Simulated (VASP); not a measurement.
# MgGa15HO24 (a cell with a defect) in VASP: single point with PBE

Aim: the single point of MgGa15HO24 (a cell with a defect) with PBE.

All numbers are computed with VASP 6.6.1; they aren't measurements. Logs are shortened: lines on timing, memory, paths and dates and some standing lists are left out, and cuts for length are marked.

## 1. The cell of the first run

The cell holds a defect, 41 atoms: a = 7.640 Å, b = 7.757 Å, c = 8.519 Å, α = 72.52°, β = 75.43°, γ = 67.18°.

## 2. Single point, PBE

Input file INCAR:

```
PREC = Accurate
ENCUT = 520
EDIFF = 1E-6
ISMEAR = 0
SIGMA = 0.01
LREAL = Auto
LASPH = T
NELM = 60
ALGO = Normal
ISIF = 2
LWAVE = F
LCHARG = F
GGA = PE
NBANDS = 197
```

Input file KPOINTS:

```
Automatic mesh
0
Gamma
  2 2 2
  0.5 0.5 0.5
```

Input file POSCAR:

```
MgGa15HO24
1.0
   -4.8247076673     -1.5417565218     -5.7191861540
   -6.2274305802      4.6252695654     -0.0114918242
    1.4027229129      6.1670260872     -5.7076943298
Mg Ga O H
1 15 24 1
Direct
    0.9322078135      0.0025947688      0.4784317553
    0.0291138445      0.7921789251      0.1710777502
    0.2891637308      0.5340164007      0.9192923938
    0.5365061971      0.2818111678      0.6624342519
    0.4523861226      0.7181653903      0.3311184297
    0.7086602616      0.4602363248      0.0847795179
    0.9569913480      0.2058613269      0.8272420775
    0.2400225900      0.9684793596      0.5832036095
    0.5941419495      0.0844776507      0.0803174272
    0.8498753547      0.8161154902      0.8435366237
    0.0935237098      0.5712759463      0.5999030354
    0.3293866138      0.3448315339      0.3319570614
    0.6566219779      0.6620351017      0.6621907112
    0.8848988161      0.4243373615      0.4096676554
    0.1418279765      0.1712109291      0.1494781054
    0.4023418657      0.9116258532      0.9184472543
    0.0749765480      0.5849844589      0.8282978050
    0.3168809419      0.3506070320      0.5656537206
    0.5539607938      0.1088734416      0.3137178635
    0.8212661604      0.8532440139      0.0642624947
    0.1739940029      0.1473223619      0.9210989150
    0.4419333270      0.8982430211      0.6857784030
    0.6656535471      0.6581532040      0.4300927838
    0.9232493342      0.4055272222      0.1780821869
    0.8469252620      0.7924747474      0.6140676223
    0.0781494631      0.5668557259      0.3470516936
    0.3289980566      0.3147029336      0.0961318656
    0.5860349888      0.0659707879      0.8464703278
    0.4097114540      0.9356649271      0.1496279146
    0.6566772770      0.6796991290      0.9097889254
    0.9071913255      0.4264323243      0.6512700966
    0.1531638197      0.1794116566      0.4047911279
    0.7435497010      0.2575656047      0.9922805737
    0.9988930359      0.0044684218      0.7262231490
    0.2319316732      0.7745629929      0.4936132103
    0.4881113083      0.5114541999      0.2437277230
    0.4974657576      0.4931981390      0.7497983405
    0.7403278724      0.2502195458      0.4928136705
   -0.0049113245      1.0025638496      0.2450708979
    0.2446039349      0.7443616814      0.0035732234
    0.6611927816      0.1303991140      0.3383082141
```

Potentials or basis: VASP PAW PBE potentials, release 64 (Mg, Ga_d, O, H).

Started as:

```console
$ cat potpaw_PBE.64/Mg/POTCAR potpaw_PBE.64/Ga_d/POTCAR potpaw_PBE.64/O/POTCAR potpaw_PBE.64/H/POTCAR > POTCAR
$ mpirun -np 1 vasp_std > vasp.out
```

OUTCAR:

```text
PREC = Accurate
   ENCUT = 520
   EDIFF = 1E-6
   ISMEAR = 0
   LREAL = Auto
   LASPH = T
   NELM = 60
   ISIF = 2
   GGA = PE

 ion  position               nearest neighbor table
   1  0.932  0.003  0.478-  39 1.92  38 1.93  25 1.93  35 2.29  34 2.30  32 2.42   8 2.61  11 3.02
                            10 3.03  14 3.04  15 3.05   2 3.27
   2  0.029  0.792  0.171-  39 1.83  20 1.86  40 1.88  26 1.91   1 3.27
   3  0.289  0.534  0.919-  17 1.84  40 1.86  37 1.86  27 1.88
   4  0.537  0.282  0.662-  38 1.83  18 1.88  37 1.89  28 1.91
   5  0.452  0.718  0.331-  23 1.86  36 1.86  35 1.89  29 1.90
   6  0.709  0.460  0.085-  24 1.85  33 1.86  36 1.87  30 1.88
   7  0.957  0.206  0.827-  21 1.86  33 1.86  31 1.89  34 1.89
   8  0.240  0.968  0.583-  22 1.78  32 1.90  34 1.91  35 1.91   1 2.61
   9  0.594  0.084  0.080-  33 1.95  20 1.96  19 1.99  29 2.02  28 2.06  27 2.12
  10  0.850  0.816  0.844-  20 1.93  17 1.96  30 2.01  25 2.02  34 2.07  28 2.19   1 3.03
  11  0.094  0.571  0.600-  18 1.93  17 1.95  25 2.00  31 2.03  35 2.09  26 2.20   1 3.02
  12  0.329  0.345  0.332-  36 1.97  19 1.98  18 1.98  26 2.03  32 2.07  27 2.09
  13  0.657  0.662  0.662-  22 1.95  23 1.97  25 1.97  37 1.99  31 2.08  30 2.15
  14  0.885  0.424  0.410-  38 1.93  23 1.95  24 1.96  26 2.05  31 2.11  32 2.19   1 3.04
  15  0.142  0.171  0.149-  39 1.92  21 1.95  24 1.96  27 2.02  29 2.15  32 2.22   1 3.05
  16  0.402  0.912  0.918-  22 1.96  40 1.97  21 1.98  29 2.05  28 2.05  30 2.08
  17  0.075  0.585  0.828-   3 1.84  11 1.95  10 1.96
  18  0.317  0.351  0.566-   4 1.88  11 1.93  12 1.98
[... 7 lines left out ...]
  26  0.078  0.567  0.347-   2 1.91  12 2.03  14 2.05  11 2.20
  27  0.329  0.315  0.096-   3 1.88  15 2.02  12 2.09   9 2.12
  28  0.586  0.066  0.846-   4 1.91  16 2.05   9 2.06  10 2.19
  29  0.410  0.936  0.150-   5 1.90   9 2.02  16 2.05  15 2.15
  30  0.657  0.680  0.910-   6 1.88  10 2.01  16 2.08  13 2.15
  31  0.907  0.426  0.651-   7 1.89  11 2.03  13 2.08  14 2.11
  32  0.153  0.179  0.405-   8 1.90  12 2.07  14 2.19  15 2.22   1 2.42
  33  0.744  0.258  0.992-   7 1.86   6 1.86   9 1.95
  34  0.999  0.004  0.726-   7 1.89   8 1.91  10 2.07   1 2.30
  35  0.232  0.775  0.494-   5 1.89   8 1.91  11 2.09   1 2.29
  36  0.488  0.511  0.244-   5 1.86   6 1.87  12 1.97
  37  0.497  0.493  0.750-   3 1.86   4 1.89  13 1.99
  38  0.740  0.250  0.493-   4 1.83   1 1.93  14 1.93
  39  0.995  0.003  0.245-   2 1.83  15 1.92   1 1.92
  40  0.245  0.744  0.004-   3 1.86   2 1.88  16 1.97
  41  0.661  0.130  0.338-  19 0.98

  LATTYP: Found a triclinic cell.
 ALAT       =    21.5755152590
 B/A-ratio  =     1.1216836035
 C/A-ratio  =     0.8997349995
 COS(alpha) =     0.0002845181
 COS(beta)  =     0.5388315857
 COS(gamma) =     0.8414546958

  Lattice vectors:

 A1 = ( -18.6822917406, -10.7922956526,  -0.0344754726)
 A2 = ( -23.5069994079,   0.0000000000,  -5.7536616266)
 A3 = (  -1.4027229129, -18.5010782616,   5.7076943298)

Analysis of symmetry for initial positions (statically):
=====================================================================
 Subroutine PRICEL returns:
 Original cell was already a primitive cell.

 Routine SETGRP: Setting up the symmetry group for a
 triclinic supercell.

 Subroutine GETGRP returns: Found  1 space group operations
 (whereof  1 operations were pure point group operations)
 out of a pool of  2 trial point group operations.

The static configuration has the point symmetry C_1 .

Analysis of symmetry for dynamics (positions and initial velocities):
=====================================================================
 Subroutine PRICEL returns:
 Original cell was already a primitive cell.

 Routine SETGRP: Setting up the symmetry group for a
 triclinic supercell.

 Subroutine GETGRP returns: Found  1 space group operations
 (whereof  1 operations were pure point group operations)
 out of a pool of  2 trial point group operations.

The dynamic configuration has the point symmetry C_1 .

 Subroutine INISYM returns: Found  1 space group operations
 (whereof  1 operations are pure point group operations),
 and found     1 'primitive' translations

----------------------------------------------------------------------------------------

                                     Primitive cell

  volume of cell :     438.6037

  direct lattice vectors                    reciprocal lattice vectors
    -4.824707667 -1.541756522 -5.719186154    -0.060028573 -0.081076356 -0.102353669
[... 93 lines left out ...]
----------------------------------------------------------------------------------------

 KPOINTS: Automatic mesh

Automatic generation of k-mesh.
 Grid dimensions read from file:
 generate k-points for:    2    2    2

 Generating k-lattice:

  Cartesian coordinates                     Fractional coordinates (reciprocal lattice)
    -0.030014286 -0.040538178 -0.051176834     0.500000000 -0.000000000 -0.000000000
    -0.050239253  0.040538178  0.031453725    -0.000000000  0.500000000  0.000000000
     0.030175868  0.040538178 -0.036384502    -0.000000000 -0.000000000  0.500000000

  Length of vectors
     0.071855895  0.071809910  0.062271654

  Shift w.r.t. Gamma in fractional coordinates (k-lattice)
     0.500000000  0.500000000  0.500000000

 Subroutine IBZKPT returns following result:
 ===========================================

 Found      4 irreducible k-points:

 Following reciprocal coordinates:
            Coordinates               Weight
  0.250000  0.250000  0.250000      2.000000
 -0.250000  0.250000  0.250000      2.000000
  0.250000 -0.250000  0.250000      2.000000
 -0.250000 -0.250000  0.250000      2.000000
   k-points           NKPTS =      4   k-points in BZ     NKDIM =      4   number of bands    NBANDS=    197
   number of dos      NEDOS =    301   number of ions     NIONS =     41
   total plane-waves  NPLWV = 230400
   dimension x,y,z NGX =    60 NGY =   60 NGZ =   64
   dimension x,y,z NGXF=   120 NGYF=  120 NGZF=  128
   ions per type =               1  15  24   1
   NGX,Y,Z   is equivalent  to a cutoff of  13.06, 12.86, 12.49 a.u.
   NGXF,Y,Z  is equivalent  to a cutoff of  26.11, 25.72, 24.98 a.u.
 SYSTEM =  unknown system
   PREC   = accura    normal or accurate (medium, high low for compatibility)
   ISTART =      0    job   : 0-new  1-cont  2-samecut
   ICHARG =      2    charge: 1-file 2-atom 10-const
   ISPIN  =      1    spin polarized calculation?
   LNONCOLLINEAR =      F non collinear calculations
   LSORBIT =      F    spin-orbit coupling
   LASPH  =      T    aspherical Exc in radial PAW
   ENCUT  =  520.0 eV  38.22 Ry    6.18 a.u.  14.20 14.42 15.84*2*pi/ulx,y,z
   NELM   =     60;   NELMIN=  2; NELMDL= -5     # of ELM steps
   EDIFF  = 0.1E-05   stopping-criterion for ELM
   LREAL  =      T    real-space projection
   EDIFFG = 0.1E-04   stopping-criterion for IOM
   NSW    =      0    number of steps for IOM
   IBRION =     -1    ionic relax: 0-MD 1-quasi-New 2-CG
   NFREE  =      0    steps in history (QN), initial steepest desc. (CG)
   ISIF   =      2    stress and relaxation
   ISYM   =      2    0-nonsym 1-usesym 2-fastsym
   POTIM  = 0.5000    time-step for ionic-motion
   TEBEG  =    0.0;   TEEND  =   0.0 temperature during run
   PSTRESS=    0.0 pullay stress
   NELECT =     342.0000    total number of electrons
   NUPDOWN=      -1.0000    fix difference up-down
   EMIN   =  10.00;   EMAX   =-10.00  energy-range for DOS
   EFERMI =   0.00;   METHOD = LEGACY
   ISMEAR =     0;   SIGMA  =   0.01  broadening in eV -4-tet -1-fermi 0-gaus
   EFERMI_NEDOS =   21; number of points for ismear=-14 and -15
   IALGO  =     38    algorithm
   IMIX   =      4    mixing-type and parameters
     AMIX     =   0.40;   BMIX     =  1.00
     AMIX_MAG =   1.60;   BMIX_MAG =  1.00
  volume/ion in A,a.u.               =      10.70        72.19
  Fermi-wavevector in a.u.,A,eV,Ry     =   1.506813  2.847464 30.891840  2.270486
  Thomas-Fermi vector in A             =   2.617481
   LORBIT       =      0    0 simple, 1 ext, 2 COOP (PROOUT), +10 PAW based schemes
   GGA     = PE    functional components
   LHFCALC =     F    Hartree Fock is set to
   AEXX    =    0.0000 exact exchange contribution
   IVDW    =     0    specifies the selected vdW correction
   LEPSILON=     F    determine dielectric tensor
   LRPA    =     F    only Hartree local field effects (RPA)
 non-spin polarized calculation
 Gauss-broadening in eV      SIGMA  =   0.01
  energy-cutoff  :      520.00
  volume of cell :      438.60
 maximum number of plane-waves:     11819
 NGX is ok and might be reduce to    60
   NGX = 29   NGY = 29   NGZ = 31

 number of electron     342.0000005 magnetization

 Free energy of the ion-electron system (eV)
  ---------------------------------------------------
  ext. energy  EPLUGINS =         0.00000000
  ---------------------------------------------------
  free energy    TOTEN  =      -241.95819777 eV

  energy without entropy =     -241.95819777  energy(sigma->0) =     -241.95819777

 E-fermi :   3.3982     XC(G=0): -11.3106

 val. band max:        3.3450728294   @ k =   0.2500   0.2500   0.2500
 cond. band min:       6.3526012026   @ k =   0.2500   0.2500   0.2500
 fundamental gap:      3.0075283732
 Fermi energy:         3.3982469472

 k-point     1 :       0.2500    0.2500    0.2500
  band No.  band energies     occupation
      1     -15.3522      2.00000
      2     -15.0026      2.00000
      3     -14.6262      2.00000
      4     -14.5191      2.00000
      5     -14.4674      2.00000
      6     -14.4057      2.00000
[... 733 lines left out ...]
    182      10.1178      0.00000
    183      10.2806      0.00000
 [bands above 183 left out]

------------------------ aborting loop because EDIFF is reached ----------------------------------------

  FORCE on cell =-STRESS in cart. coord.  units (eV):
  Direction    XX          YY          ZZ          XY          YZ          ZX
  --------------------------------------------------------------------------------------
  -------------------------------------------------------------------------------------
  Total        4.6167976      0.9337523     12.5593226      0.2926566      0.2926107     -1.7002826
  in kB       16.8647193      3.4109077     45.8780027      1.0690464      1.0688790     -6.2109695
  external PRESSURE =      22.0512099 kB  Pullay stress =       0.0000000 kB

 VOLUME and BASIS-vectors are now :
 -----------------------------------------------------------------------------
  energy-cutoff  :      520.00
  volume of cell :      438.60
      direct lattice vectors                 reciprocal lattice vectors
    -4.824707667 -1.541756522 -5.719186154    -0.060028573 -0.081076356 -0.102353669
    -6.227430580  4.625269565 -0.011491824    -0.100478506  0.081076356  0.062907450
     1.402722913  6.167026087 -5.707694330     0.060351736  0.081076356 -0.072769005

 POSITION                                       TOTAL-FORCE (eV/Angst)
 -----------------------------------------------------------------------------------
     -3.84268      1.52527     -8.06224         0.000245     -0.002701     -0.002817
     -4.83373      4.67420     -1.15207        -0.000337      0.022596      0.007066
     -3.43117      7.69345     -6.90696         0.005518      0.005886      0.012033
     -3.41423      4.56154     -6.85259         0.001675     -0.020438      0.002599
     -6.19049      4.66626     -4.48546        -0.016563     -0.008192     -0.012110
     -6.16625      1.55897     -4.54214        -0.000144      0.000001     -0.006114
[... 33 lines left out ...]
     -5.81059      3.08779     -1.42788        -0.004479     -0.007686     -0.004885
     -3.52756      1.67009     -5.71394        -0.053470      0.011229     -0.091193
 -----------------------------------------------------------------------------------
    total drift:                               -0.007886     -0.000038     -0.003703

  FREE ENERGIE OF THE ION-ELECTRON SYSTEM (eV)
  ---------------------------------------------------
  free  energy   TOTEN  =      -241.9581977691 eV

  energy  without entropy=     -241.9581977691  energy(sigma->0) =     -241.95819777
```

Wall time 14 min (1 thread of Oxide Virtual Turin-like, shared host); peak memory 0.62 GiB.

Results:

```
Free energy            : -241.9582 eV
Pressure               : 2.2 GPa
Largest force          : 0.106 eV/Å
Band gap on the k mesh : 3.01 eV
```

Forces in eV/Å, atoms in the order of the input:
```
Mg   0.000 -0.003 -0.003
Ga   0.000  0.023  0.007
Ga   0.006  0.006  0.012
Ga   0.002 -0.020  0.003
Ga  -0.017 -0.008 -0.012
Ga   0.000  0.000 -0.006
Ga  -0.007  0.008 -0.009
Ga  -0.027 -0.001 -0.044
Ga   0.007  0.019 -0.014
Ga  -0.013  0.017 -0.005
Ga  -0.014 -0.017 -0.004
Ga  -0.005 -0.015 -0.008
Ga   0.003 -0.004  0.004
Ga   0.005 -0.001 -0.004
Ga   0.006  0.004 -0.005
Ga   0.009  0.001  0.002
O    0.017  0.002 -0.029
O    0.019 -0.004 -0.015
O    0.055 -0.006  0.052
O    0.017 -0.006 -0.011
O   -0.021 -0.008  0.020
O   -0.013  0.004  0.030
O   -0.019  0.002  0.018
O   -0.019 -0.002  0.008
O   -0.055  0.004  0.030
O   -0.007  0.012 -0.004
O   -0.009  0.000 -0.004
O   -0.010 -0.011 -0.002
O    0.015  0.012 -0.001
O    0.015 -0.001  0.010
O    0.016 -0.009  0.003
O    0.016  0.003  0.030
O   -0.005 -0.001  0.005
O    0.015 -0.016  0.029
O    0.019  0.015  0.030
O    0.005 -0.008  0.009
O   -0.008  0.007 -0.002
O    0.033 -0.036 -0.010
O    0.028  0.033 -0.016
O   -0.004 -0.008 -0.005
H   -0.053  0.011 -0.091
```

Levels at points of the mesh, in eV from the valence-band top:
```tsv
k point	band 169	band 170	band 171	band 172	band 173	band 174
(0.25, 0.25, 0.25)	-0.12	-0.05	0.00	3.01	5.33	5.53
```
